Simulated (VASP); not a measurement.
Here is a VASP 6.6.1 calculation.

POSCAR

```
Au
1.0
    0.0000000000      2.0615246536      2.0615246536
    2.0615246536      0.0000000000      2.0615246536
    2.0615246536      2.0615246536      0.0000000000
Au
1
Direct
    0.0000000000      0.0000000000      0.0000000000
```

File INCAR.step1:

```
SYSTEM = Au
  ALGO = Normal
  EDIFF = 1E-4
  ENCUT = 520
  GGA = PE
  ISMEAR = -1
  LASPH = .True.
  LCHARG = .False.
  LREAL = .False.
  LWAVE = .True.
  NBANDS = 12
  NELM = 80
  PREC = Accurate
  SIGMA = 0.1
```

Contents of INCAR.step2:

```
SYSTEM = Au
  ALGO = Normal
  EDIFF = 1E-6
  ENCUT = 520
  ISIF = 2
  ISMEAR = -1
  ISTART = 1
  LASPH = .True.
  LCHARG = .False.
  LMIXTAU = .True.
  LREAL = .False.
  LWAVE = .False.
  METAGGA = R2SCAN
  NBANDS = 12
  NELM = 80
  PREC = Accurate
  SIGMA = 0.1
```

KPOINTS

```
k-points
0
Gamma
  19 19 19
  0 0 0
```

Potentials or basis: VASP PAW PBE potentials, release 64 (Au).

Command:

```bash
$ cat potpaw_PBE.64/Au/POTCAR > POTCAR
$ cp INCAR.step1 INCAR
$ mpirun -np 1 vasp_std > vasp.out
$ cp INCAR.step2 INCAR
$ mpirun -np 1 vasp_std > vasp.out
```

(1) Predict the pressure.

Results:

(1) 0.4 GPa.

Caveat: the PAW data sets were made with another functional, which shifts forces and pressure a little.
